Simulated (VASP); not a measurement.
Write the native input for VASP 6.6.1 that does the following.

```yaml
Task: relaxation of cell and atoms
Functional: LDA
Potentials_or_basis: VASP PAW LDA potentials, release 64 (W_sv, N)
Cutoff: 600 eV
k_mesh: 10 × 10 × 10
Occupations: gaussian, width 0.1 eV
Spin: no spin polarisation
Dipole_correction: no
Further_INCAR_settings: ALGO = Normal; EDIFF = 1e-07; IBRION = 2; EDIFFG = -0.01; NSW = 80; ISIF = 3
```

The structure of W3N4 lies in POSCAR:

```
W3N4
1.0
    4.1220000000      0.0000000000      0.0000000000
    0.0000000000      4.1220000000      0.0000000000
    0.0000000000      0.0000000000      4.1220000000
W N
3 4
Direct
    0.5000000000      0.5000000000      0.0000000000
    0.0000000000      0.5000000000      0.5000000000
    0.5000000000      0.0000000000      0.5000000000
    0.5000000000      0.5000000000      0.5000000000
    0.5000000000      0.0000000000      0.0000000000
    0.0000000000      0.5000000000      0.0000000000
    0.0000000000      0.0000000000      0.5000000000
```

The input as run:

INCAR

```
PREC = Accurate
ENCUT = 600
EDIFF = 1E-7
ISMEAR = 0
SIGMA = 0.1
LREAL = False
LASPH = True
NELM = 80
ALGO = Normal
ISIF = 3
LWAVE = False
LCHARG = False
GGA = CA
IBRION = 2
NSW = 80
EDIFFG = -0.01
```

KPOINTS

```
regular mesh
0
Gamma
  10 10 10
```

Potentials or basis: VASP PAW LDA potentials, release 64 (W_sv, N).

The run is started by

```console
$ cat potpaw_LDA.64/W_sv/POTCAR potpaw_LDA.64/N/POTCAR > POTCAR
$ mpirun -np 1 vasp_std > vasp.out
```

Results of the run:

```
Relaxed volume                        : 10.33 Å³/atom
Relaxed cell                          : a = 4.166 Å, b = 4.166 Å, c = 4.166 Å, α = 90.00°, β = 90.00°, γ = 90.00°
Space group after relaxing (to 0.1 Å) : Pm-3m (No. 221)
Energy gained by relaxing             : 13.1 meV/atom
Ionic steps                           : 4
Pressure after relaxing               : 0.0 GPa
Band gap on the k mesh                : zero (bands 31 and 32 overlap by 2.57 eV)
```

Caveat: spin-orbit coupling is left out, which moves the levels of the heavy elements.

It took 4 min on 1 thread of Intel(R) Xeon(R) 6975P-C (Granite Rapids), on a shared host, peak memory 0.26 GiB.
